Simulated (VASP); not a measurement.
# BaTiO3 (Amm2) in VASP: a series of runs

The runs below take BaTiO3 through single point, with PBE+U.

Program: VASP 6.6.1. These are calculated values, not measurements. Logs are shortened: lines on timing, memory, paths and dates and some standing lists are left out, and cuts for length are marked.

## Step 1: The cell of the first run

It takes space group Amm2 (No. 38, orthorhombic). Conventional cell: a = 4.209 Å, b = 6.034 Å, c = 6.060 Å, α = 90.00°, β = 90.00°, γ = 90.00°. Within 3.9 Å of Ba (site symmetry mm2) lie 12 O at 2.93 to 3.13 Å and 8 Ti at 3.63 to 3.75 Å. Ti (site symmetry mm2) has 6 O at 1.98 to 2.30 Å within 2.6 Å. O (site symmetry mm2) has 2 Ti at 2.11 Å within 2.8 Å. Within 2.6 Å of O (site symmetry m) lie 2 Ti at 1.98 to 2.30 Å.

## Step 2: Single point, PBE+U (strain +0.050 along x and y, +0.050 along z)

File INCAR:

```
SYSTEM = BaTiO3
PREC = Accurate ; ENCUT = 910
EDIFF = 1E-6 ; ISMEAR = 0
SIGMA = 0.05 ; LREAL = .False.
LASPH = .True. ; NELM = 200
ALGO = Normal ; ISIF = 2
LWAVE = .False. ; LCHARG = .False.
LMAXMIX = 4 ; LDAU = .True.
LDAUTYPE = 2 ; LDAUL = -1 2 -1
LDAUU = 0 4 0 ; LDAUJ = 0 0 0
LDAUPRINT = 1 ; GGA = PE
NBANDS = 28 ; GGA_COMPAT = .False.
```

File KPOINTS:

```
regular mesh
0
Gamma
  6 6 6
  0 0 0
```

File POSCAR:

```
BaTiO3
1.0
    4.2086303835      0.0000000000      0.0000000000
    0.0000000000      3.0169455574      3.0302143625
    0.0000000000     -3.0169455574      3.0302143625
Ba Ti O
1 1 3
Direct
    0.0000000000      0.0080771898      0.0080771898
    0.5000000000      0.5197092923      0.5197092923
    0.0000000000      0.4916268263      0.4916268263
    0.5000000000      0.4938075436      0.9829991481
    0.5000000000      0.9829991481      0.4938075436
```

Potentials or basis: VASP PAW PBE potentials, release 64 (Ba_sv, Ti_sv, O_h).

The run is started by

```sh
> cat potpaw_PBE.64/Ba_sv/POTCAR potpaw_PBE.64/Ti_sv/POTCAR potpaw_PBE.64/O_h/POTCAR > POTCAR
> mpirun -np 1 vasp_std > vasp.out
```

OUTCAR:

```text
SYSTEM = BaTiO3
   PREC = Accurate
   ENCUT = 910
   EDIFF = 1E-6
   ISMEAR = 0
   LREAL = .False.
   LASPH = .True.
   NELM = 200
   ISIF = 2
   GGA = PE

 ion  position               nearest neighbor table
   1  0.000  0.008  0.008-   3 2.93   4 2.96   5 2.96   4 2.96   5 2.96   3 3.02   3 3.02   5 3.05
                             4 3.05   5 3.05   4 3.05   3 3.13   2 3.63   2 3.63   2 3.68   2 3.68
   2  0.500  0.520  0.520-   4 1.98   5 1.98   3 2.11   3 2.11   1 3.63   1 3.63   1 3.68   1 3.68
                             1 3.68   1 3.68   1 3.75   1 3.75
   3  0.000  0.492  0.492-   2 2.11   2 2.11   1 2.93   1 3.02   1 3.02   1 3.13
   4  0.500  0.494  0.983-   2 1.98   1 2.96   1 2.96   1 3.05   1 3.05
   5  0.500  0.983  0.494-   2 1.98   1 2.96   1 2.96   1 3.05   1 3.05

  LATTYP: Found a base centered orthorhombic cell.
 ALAT       =     6.0338911148
 B/A-ratio  =     1.0043980923
 C/A-ratio  =     0.6974985633

  Lattice vectors:

 A1 = (   0.0000000000,   3.0169455574,  -3.0302143625)
 A2 = (   0.0000000000,   3.0169455574,   3.0302143625)
 A3 = (   4.2086303835,   0.0000000000,   0.0000000000)

Analysis of symmetry for initial positions (statically):
=====================================================================
 Subroutine PRICEL returns:
 Original cell was already a primitive cell.

 Routine SETGRP: Setting up the symmetry group for a
 base centered orthorhombic supercell.

 Subroutine GETGRP returns: Found  4 space group operations
 (whereof  4 operations were pure point group operations)
 out of a pool of  8 trial point group operations.

The static configuration has the point symmetry C_2v.

Analysis of symmetry for dynamics (positions and initial velocities):
=====================================================================
 Subroutine PRICEL returns:
 Original cell was already a primitive cell.

 Routine SETGRP: Setting up the symmetry group for a
 base centered orthorhombic supercell.

 Subroutine GETGRP returns: Found  4 space group operations
 (whereof  4 operations were pure point group operations)
 out of a pool of  8 trial point group operations.

The dynamic configuration has the point symmetry C_2v.

 Subroutine INISYM returns: Found  4 space group operations
 (whereof  4 operations are pure point group operations),
 and found     1 'primitive' translations

----------------------------------------------------------------------------------------

                                     Primitive cell

  volume of cell :      76.9505

  direct lattice vectors                    reciprocal lattice vectors
     4.208630384  0.000000000  0.000000000     0.237606991  0.000000000  0.000000000
     0.000000000  3.016945557  3.030214363     0.000000000  0.165730535  0.165004828
     0.000000000 -3.016945557  3.030214363     0.000000000 -0.165730535  0.165004828

  length of vectors
     4.208630384  4.275998080  4.275998080     0.237606991  0.233865781  0.233865781

  position of ions in fractional coordinates (direct lattice)
     0.000000000  0.008077190  0.008077190
     0.500000000  0.519709292  0.519709292
     0.000000000  0.491626826  0.491626826
     0.500000000  0.493807544  0.982999148
     0.500000000  0.982999148  0.493807544

  ion indices of the primitive-cell ions
   primitive index   ion index
                 1           1
                 2           2
                 3           3
                 4           4
                 5           5

----------------------------------------------------------------------------------------

 KPOINTS: regular mesh

Automatic generation of k-mesh.
 Grid dimensions read from file:
[... 55 lines left out ...]
 SYSTEM =  BaTiO3
   PREC   = accura    normal or accurate (medium, high low for compatibility)
   ISTART =      0    job   : 0-new  1-cont  2-samecut
   ICHARG =      2    charge: 1-file 2-atom 10-const
   ISPIN  =      1    spin polarized calculation?
   LNONCOLLINEAR =      F non collinear calculations
   LSORBIT =      F    spin-orbit coupling
   LASPH  =      T    aspherical Exc in radial PAW
   ENCUT  =  910.0 eV  66.88 Ry    8.18 a.u.  10.35 10.52 10.52*2*pi/ulx,y,z
   NELM   =    200;   NELMIN=  2; NELMDL= -5     # of ELM steps
   EDIFF  = 0.1E-05   stopping-criterion for ELM
   LREAL  =      F    real-space projection
   EDIFFG = 0.1E-04   stopping-criterion for IOM
   NSW    =      0    number of steps for IOM
   IBRION =     -1    ionic relax: 0-MD 1-quasi-New 2-CG
   NFREE  =      0    steps in history (QN), initial steepest desc. (CG)
   ISIF   =      2    stress and relaxation
   ISYM   =      2    0-nonsym 1-usesym 2-fastsym
   POTIM  = 0.5000    time-step for ionic-motion
   TEBEG  =    0.0;   TEEND  =   0.0 temperature during run
   PSTRESS=    0.0 pullay stress
   NELECT =      40.0000    total number of electrons
   NUPDOWN=      -1.0000    fix difference up-down
   EMIN   =  10.00;   EMAX   =-10.00  energy-range for DOS
   EFERMI =   0.00;   METHOD = LEGACY
   ISMEAR =     0;   SIGMA  =   0.05  broadening in eV -4-tet -1-fermi 0-gaus
   EFERMI_NEDOS =   21; number of points for ismear=-14 and -15
   IALGO  =     38    algorithm
   IMIX   =      4    mixing-type and parameters
     AMIX     =   0.40;   BMIX     =  1.00
     AMIX_MAG =   1.60;   BMIX_MAG =  1.00
  volume/ion in A,a.u.               =      15.39       103.86
  Fermi-wavevector in a.u.,A,eV,Ry     =   1.316308  2.487462 23.574374  1.732668
  Thomas-Fermi vector in A             =   2.446430
   LORBIT       =      0    0 simple, 1 ext, 2 COOP (PROOUT), +10 PAW based schemes
 LDA+U is selected, type is set to LDAUTYPE =  2
   angular momentum for each species LDAUL =    -1    2   -1
   U (eV)           for each species LDAUU =   0.0  4.0  0.0
   J (eV)           for each species LDAUJ =   0.0  0.0  0.0
   GGA     = PE    functional components
   LHFCALC =     F    Hartree Fock is set to
   AEXX    =    0.0000 exact exchange contribution
   IVDW    =     0    specifies the selected vdW correction
   LEPSILON=     F    determine dielectric tensor
   LRPA    =     F    only Hartree local field effects (RPA)
 non-spin polarized calculation
 Gauss-broadening in eV      SIGMA  =   0.05
  energy-cutoff  :      910.00
  volume of cell :       76.95
 maximum number of plane-waves:      4825
 NGX is ok and might be reduce to    42
   NGX = 21   NGY = 21   NGZ = 21

atom =   2  type =  2  l = 2

 onsite density matrix

spin component  1

  0.1031  0.0000  0.0000  0.0000  0.0000
  0.0000  0.2182  0.0000  0.0000  0.0000
  0.0000  0.0000  0.1268  0.0000 -0.0412
  0.0000  0.0000  0.0000  0.1011  0.0000
  0.0000  0.0000 -0.0412  0.0000  0.1908

spin component  2

  0.1031  0.0000  0.0000  0.0000  0.0000
  0.0000  0.2182  0.0000  0.0000  0.0000
  0.0000  0.0000  0.1268  0.0000 -0.0412
  0.0000  0.0000  0.0000  0.1011  0.0000
  0.0000  0.0000 -0.0412  0.0000  0.1908

 occupancies and eigenvectors

  o =  0.1011  v =  0.0000  0.0000  0.0000  1.0000  0.0000  0.0000  0.0000  0.0000  0.0000  0.0000      0.0000  0.0000  0.0000  0.0000  0.0000  0.0000  0.0000  0.0000  0.0000  0.0000
  o =  0.1011  v =  0.0000  0.0000  0.0000  0.0000  0.0000  0.0000  0.0000  0.0000  1.0000  0.0000      0.0000  0.0000  0.0000  0.0000  0.0000  0.0000  0.0000  0.0000  0.0000  0.0000
  o =  0.1031  v =  1.0000  0.0000  0.0000  0.0000  0.0000  0.0000  0.0000  0.0000  0.0000  0.0000      0.0000  0.0000  0.0000  0.0000  0.0000  0.0000  0.0000  0.0000  0.0000  0.0000
  o =  0.1031  v =  0.0000  0.0000  0.0000  0.0000  0.0000  1.0000  0.0000  0.0000  0.0000  0.0000      0.0000  0.0000  0.0000  0.0000  0.0000  0.0000  0.0000  0.0000  0.0000  0.0000
  o =  0.1066  v =  0.0000  0.0000 -0.8982  0.0000 -0.4396  0.0000  0.0000  0.0000  0.0000  0.0000      0.0000  0.0000  0.0000  0.0000  0.0000  0.0000  0.0000  0.0000  0.0000  0.0000
  o =  0.1066  v =  0.0000  0.0000  0.0000  0.0000  0.0000  0.0000  0.0000 -0.8982  0.0000 -0.4396      0.0000  0.0000  0.0000  0.0000  0.0000  0.0000  0.0000  0.0000  0.0000  0.0000
  o =  0.2110  v =  0.0000  0.0000  0.0000  0.0000  0.0000  0.0000  0.0000 -0.4396  0.0000  0.8982      0.0000  0.0000  0.0000  0.0000  0.0000  0.0000  0.0000  0.0000  0.0000  0.0000
  o =  0.2110  v =  0.0000  0.0000 -0.4396  0.0000  0.8982  0.0000  0.0000  0.0000  0.0000  0.0000      0.0000  0.0000  0.0000  0.0000  0.0000  0.0000  0.0000  0.0000  0.0000  0.0000
  o =  0.2182  v =  0.0000  0.0000  0.0000  0.0000  0.0000  0.0000  1.0000  0.0000  0.0000  0.0000      0.0000  0.0000  0.0000  0.0000  0.0000  0.0000  0.0000  0.0000  0.0000  0.0000
  o =  0.2182  v =  0.0000  1.0000  0.0000  0.0000  0.0000  0.0000  0.0000  0.0000  0.0000  0.0000      0.0000  0.0000  0.0000  0.0000  0.0000  0.0000  0.0000  0.0000  0.0000  0.0000

 number of electron      40.0000000 magnetization

 Free energy of the ion-electron system (eV)
  ---------------------------------------------------
  ext. energy  EPLUGINS =         0.00000000
  ---------------------------------------------------
  free energy    TOTEN  =       -36.89464791 eV

  energy without entropy =      -36.89464791  energy(sigma->0) =      -36.89464791

 E-fermi :   3.3655     XC(G=0): -10.3252

 val. band max:        2.9719985841   @ k =   0.5000   0.5000   0.5000
 cond. band min:       5.0827343769   @ k =   0.0000   0.0000   0.0000
 fundamental gap:      2.1107357928
 Fermi energy:         3.3654607133

 k-point     1 :       0.0000    0.0000    0.0000
  band No.  band energies     occupation
      1     -55.3343      2.00000
      2     -31.4660      2.00000
      3     -31.4393      2.00000
      4     -31.4286      2.00000
      5     -22.3994      2.00000
      6     -13.5247      2.00000
[... 733 lines left out ...]
     27      10.1934      0.00000
     28      10.5197      0.00000

 [... further k-points ...]

------------------------ aborting loop because EDIFF is reached ----------------------------------------

  FORCE on cell =-STRESS in cart. coord.  units (eV):
  Direction    XX          YY          ZZ          XY          YZ          ZX
  --------------------------------------------------------------------------------------
  -------------------------------------------------------------------------------------
  Total       -7.2321472     -7.2180034     -6.8995313      0.0000000      0.0000000      0.0000000
  in kB     -150.5796318   -150.2851468   -143.6542781      0.0000000      0.0000000      0.0000000
  external PRESSURE =    -148.1730189 kB  Pullay stress =       0.0000000 kB

 VOLUME and BASIS-vectors are now :
 -----------------------------------------------------------------------------
  energy-cutoff  :      910.00
  volume of cell :       76.95
      direct lattice vectors                 reciprocal lattice vectors
     4.208630384  0.000000000  0.000000000     0.237606991  0.000000000  0.000000000
     0.000000000  3.016945557  3.030214363     0.000000000  0.165730535  0.165004828
     0.000000000 -3.016945557  3.030214363     0.000000000 -0.165730535  0.165004828

 POSITION                                       TOTAL-FORCE (eV/Angst)
 -----------------------------------------------------------------------------------
      0.00000      0.00000      0.04895         0.000000      0.000000      0.075046
      2.10432      0.00000      3.14966         0.000000      0.000000      0.685030
      0.00000      0.00000      2.97947         0.000000      0.000000      0.071194
      2.10432     -1.47586      4.47504         0.000000      0.474420     -0.415635
      2.10432      1.47586      4.47504         0.000000     -0.474420     -0.415635
 -----------------------------------------------------------------------------------
    total drift:                                0.000000     -0.000001      0.000481

  FREE ENERGIE OF THE ION-ELECTRON SYSTEM (eV)
  ---------------------------------------------------
  free  energy   TOTEN  =       -36.8946479113 eV

  energy  without entropy=      -36.8946479113  energy(sigma->0) =      -36.89464791
```

Wall time 2.5 min (1 thread of AMD EPYC 9R45 (Zen 5), shared host); peak memory 0.4 GiB.

What came out:

- Free energy: -36.8946 eV
- Pressure: -14.8 GPa
- Largest force: 0.685 eV/Å
- Band gap on the k mesh: 2.11 eV (least direct gap 2.59 eV)

Forces on the atoms (eV/Å):
```
Ba   0.000  0.000  0.075
Ti   0.000  0.000  0.685
O    0.000  0.000  0.071
O    0.000  0.474 -0.416
O    0.000 -0.474 -0.416
```

Eigenvalues of the final occupation matrices:
| site | spin | trace | eigenvalues |
| --- | --- | --- | --- |
| site 2 d | 1 | 0.74 | 0.10 0.10 0.11 0.21 0.22 |
| site 2 d | 2 | 0.74 | 0.10 0.10 0.11 0.21 0.22 |

Caveat: the cell differs from its parent crystal (strain +0.050 along x and y, +0.050 along z); the cutoff is under 1.25 times the usual one of these potentials, so pressure, stress and relaxed cells hold a basis-set (Pulay) error; the cell stands under tension; spin-orbit coupling is left out, which moves the levels of the heavy elements. A k mesh can miss the band edges.

## Step 3: Single point, PBE+U (strain +0.025 along x and y, +0.050 along z)

File INCAR:

```
ALGO = Normal ; EDIFF = 1E-6
ENCUT = 910 ; GGA = PE
GGA_COMPAT = False ; ISIF = 2
ISMEAR = 0 ; LASPH = True
LCHARG = False ; LDAU = True
LDAUJ = 0 0 0 ; LDAUL = -1 2 -1
LDAUPRINT = 1 ; LDAUTYPE = 2
LDAUU = 0 4 0 ; LMAXMIX = 4
LREAL = False ; LWAVE = False
NBANDS = 28 ; NELM = 200
PREC = Accurate ; SIGMA = 0.05
```

File KPOINTS:

```
k-points
0
Gamma
  6 6 6
```

POSCAR: that of step 2 with these lines changed.

```diff
@@ -2,5 +2,5 @@
 1.0
-    4.2086303835      0.0000000000      0.0000000000
-    0.0000000000      3.0169455574      3.0302143625
-    0.0000000000     -3.0169455574      3.0302143625
+    4.1084248982      0.0000000000      0.0000000000
+    0.0000000000      2.9451135203      3.0302143625
+    0.0000000000     -2.9451135203      3.0302143625
 Ba Ti O
```

Potentials or basis: VASP PAW PBE potentials, release 64 (Ba_sv, Ti_sv, O_h).

The run is started by

```sh
> cat potpaw_PBE.64/Ba_sv/POTCAR potpaw_PBE.64/Ti_sv/POTCAR potpaw_PBE.64/O_h/POTCAR > POTCAR
> mpirun -np 1 vasp_std > vasp.out
```

Wall time 2.9 min (1 thread of Intel Xeon Platinum 8488C (Sapphire Rapids), shared host); peak memory 0.42 GiB.

It converged, with:

```
Free energy            : -37.1610 eV
Pressure               : -10.1 GPa
Largest force          : 0.460 eV/Å
Band gap on the k mesh : 2.21 eV (least direct gap 2.65 eV)
```

Forces on the atoms (eV/Å):
```
Ba   0.000  0.000  0.056
Ti   0.000  0.000  0.460
O    0.000  0.000  0.019
O    0.000  0.264 -0.268
O    0.000 -0.264 -0.268
```

Stress tensor (GPa, compression positive):
```
 -9.45   0.00   0.00
  0.00  -8.44   0.00
  0.00   0.00 -12.47
```

Levels at points of the mesh, in eV from the valence-band top:
```tsv
k point	band 16	band 17	band 18	band 19	band 20	band 21	band 22	band 23	band 24	band 25
(0.00, 0.00, 0.00)	-1.06	-0.91	-0.55	-0.50	-0.45	2.21	2.38	2.39	3.48	3.51
(0.50, 0.00, 0.00)	-1.81	-1.50	-1.49	-1.15	-0.91	2.48	3.44	3.49	3.58	4.79
(0.00, 0.50, 0.00)	-1.65	-1.59	-1.48	-0.91	-0.80	2.40	3.44	3.44	3.49	4.89
(0.50, 0.50, 0.00)	-2.27	-1.85	-0.95	-0.92	-0.07	3.46	3.56	3.84	3.84	6.46
(0.00, 0.50, 0.50)	-2.15	-1.81	-1.04	-0.94	-0.22	3.41	3.49	3.73	4.14	6.26
(0.50, 0.50, 0.50)	-2.33	-2.26	-0.15	-0.02	0.00	3.90	3.95	4.02	5.66	6.04
```

Eigenvalues of the final occupation matrices:
```tsv
site	spin	trace	eigenvalues
site 2 d	1	0.76	0.10 0.11 0.11 0.22 0.22
site 2 d	2	0.76	0.10 0.11 0.11 0.22 0.22
```

Caveat: the cell differs from its parent crystal (strain +0.025 along x and y, +0.050 along z); the cutoff is under 1.25 times the usual one of these potentials, so pressure, stress and relaxed cells hold a basis-set (Pulay) error; the cell stands under tension; spin-orbit coupling is left out, which moves the levels of the heavy elements.

## Step 4: Single point, PBE+U (strain +0.050 along x and y, +0.025 along z)

File INCAR:

```
SYSTEM = BaTiO3
PREC = Accurate
ENCUT = 910
EDIFF = 1E-6
ISMEAR = 0
SIGMA = 0.05
LREAL = .False.
LASPH = .True.
NELM = 200
ALGO = Normal
ISIF = 2
LWAVE = .False.
LCHARG = .False.
LMAXMIX = 4
LDAU = .True.
LDAUTYPE = 2
LDAUL = -1 2 -1
LDAUU = 0 4 0
LDAUJ = 0 0 0
LDAUPRINT = 1
GGA = PE
NBANDS = 28
GGA_COMPAT = .False.
```

File KPOINTS:

```
Automatic mesh
0
Gamma
  6 6 6
  0 0 0
```

POSCAR: that of step 3 with these lines changed.

```diff
@@ -2,5 +2,5 @@
 1.0
-    4.1084248982      0.0000000000      0.0000000000
-    0.0000000000      2.9451135203      3.0302143625
-    0.0000000000     -2.9451135203      3.0302143625
+    4.2086303835      0.0000000000      0.0000000000
+    0.0000000000      3.0169455574      2.9580664015
+    0.0000000000     -3.0169455574      2.9580664015
 Ba Ti O
```

The run is started by

```sh
> cat potpaw_PBE.64/Ba_sv/POTCAR potpaw_PBE.64/Ti_sv/POTCAR potpaw_PBE.64/O_h/POTCAR > POTCAR
> mpirun -np 1 vasp_std > vasp.out
```

It took 2.6 min on 1 thread of Intel Xeon 6975P-C (Granite Rapids), shared host; peak memory 0.43 GiB.

The run converged. Its results:

```
Free energy            : -37.0297 eV
Pressure               : -12.7 GPa
Largest force          : 0.445 eV/Å
Band gap on the k mesh : 2.19 eV (least direct gap 2.66 eV)
```

Forces on the atoms (eV/Å):
```
Ba   0.000  0.000  0.043
Ti   0.000  0.000  0.384
O    0.000  0.000  0.096
O    0.000  0.360 -0.261
O    0.000 -0.360 -0.261
```

Stress tensor (GPa, compression positive):
```
-13.75   0.00   0.00
  0.00 -14.57   0.00
  0.00   0.00  -9.83
```

Levels at points of the mesh, in eV from the valence-band top:
| k point | band 17 | band 18 | band 19 | band 20 | band 21 | band 22 | band 23 | band 24 |
| --- | --- | --- | --- | --- | --- | --- | --- | --- |
| (0.00, 0.00, 0.00) | -0.99 | -0.51 | -0.50 | -0.47 | 2.19 | 2.19 | 2.32 | 3.29 |
| (0.50, 0.00, 0.00) | -1.40 | -1.34 | -1.09 | -0.97 | 2.41 | 3.22 | 3.32 | 3.38 |
| (0.00, 0.50, 0.00) | -1.59 | -1.50 | -0.89 | -0.79 | 2.29 | 3.26 | 3.34 | 3.38 |
| (0.50, 0.50, 0.00) | -1.88 | -1.01 | -0.98 | -0.09 | 3.31 | 3.34 | 3.67 | 3.74 |
| (0.00, 0.50, 0.50) | -1.79 | -0.90 | -0.89 | -0.18 | 3.34 | 3.38 | 3.64 | 3.83 |
| (0.50, 0.50, 0.50) | -2.25 | -0.12 | -0.05 | 0.00 | 3.72 | 3.78 | 3.87 | 5.71 |

Eigenvalues of the final occupation matrices:
| site | spin | trace | eigenvalues |
| --- | --- | --- | --- |
| site 2 d | 1 | 0.75 | 0.10 0.10 0.11 0.21 0.22 |
| site 2 d | 2 | 0.75 | 0.10 0.10 0.11 0.21 0.22 |

Caveat: the cell differs from its parent crystal (strain +0.050 along x and y, +0.025 along z); the cutoff is under 1.25 times the usual one of these potentials, so pressure, stress and relaxed cells hold a basis-set (Pulay) error; the cell stands under tension; spin-orbit coupling is left out, which moves the levels of the heavy elements. A k mesh can miss the band edges.

(Continued in part 2 of 2.)
